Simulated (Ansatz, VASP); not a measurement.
## KI: VASP beside Ansatz

File POSCAR:

```
KI
1.0
    4.2102704808      0.0000000000      0.0000000000
    0.0000000000      4.2102704808      0.0000000000
    0.0000000000      0.0000000000      4.2102704808
K I
1 1
Direct
    0.0000000000      0.0000000000      0.0000000000
    0.5000000000      0.5000000000      0.5000000000
```

INCAR.step1

```
ALGO = Normal ; EDIFF = 1E-4
ENCUT = 520 ; GGA = PE
ISMEAR = 0 ; LASPH = True
LCHARG = False ; LREAL = False
LWAVE = True ; NBANDS = 15
NELM = 100 ; PREC = Accurate
SIGMA = 0.01
```

Contents of INCAR.step2:

```
ALGO = Normal ; EDIFF = 1E-6
ENCUT = 520 ; ISIF = 2
ISMEAR = 0 ; ISTART = 1
LASPH = True ; LCHARG = True
LELF = True ; LMIXTAU = True
LREAL = False ; LVHAR = True
LWAVE = False ; METAGGA = R2SCAN
NBANDS = 15 ; NELM = 100
PREC = Accurate ; SIGMA = 0.01
```

The input KPOINTS:

```
k-points
0
Gamma
  6 6 6
```

Input for Ansatz:

```yaml
crystal:
  lattice:
    - [4.2102704808, 0.0, 0.0]
    - [0.0, 4.2102704808, 0.0]
    - [0.0, 0.0, 4.2102704808]
  atoms:
    - { symbol: K, position: [0.0, 0.0, 0.0] }
    - { symbol: I, position: [0.5, 0.5, 0.5] }
kpoints:
  mp_grid: { grid: [6, 6, 6] }
  band_path:
    path:
      - [0.0, 0.0, 0.0]
      - [0.0, 0.5, 0.0]
      - [0.5, 0.5, 0.0]
      - [0.5, 0.5, 0.5]
      - [0.0, 0.5, 0.5]
    npoints: 1
hamiltonian:
  xc: r2scan
scf:
  occupations: { method: fixed }
  n_extra_bands: 4
output:
  forces: true
  stress: true
  eigenvalues: true
```

Change from the starting cell: hydrostatic strain -1.9%.

Alike in both runs: task single point; functional r2SCAN; k mesh 6 × 6 × 6; no spin polarisation.

|  | VASP | Ansatz |
| --- | --- | --- |
| version | VASP 6.6.1 | Ansatz 0.2.0 |
| potentials or method | VASP PAW PBE potentials, release 64 (K_sv, I) | plane waves, PAW |
| plane-wave cutoff (eV) | 520 | 500 |
| occupations | gaussian, width 0.01 eV | fixed |
| valence electrons in the cell | 16 | 26 |

Ansatz gave:

```
gap on the k mesh at the Fermi level (eV) : 4.22
pressure (GPa)                            : 1.0
```

Q: Which values does VASP return?

A: gap on the k mesh at the Fermi level (eV): 4.21; pressure (GPa): 1.0.

VASP's potentials were made for PBE, not for r2SCAN. VASP's potentials hold 16 valence electrons a cell and Ansatz's 26, so a difference there can come from the potentials and not from the codes.

Spin-orbit coupling is off throughout.
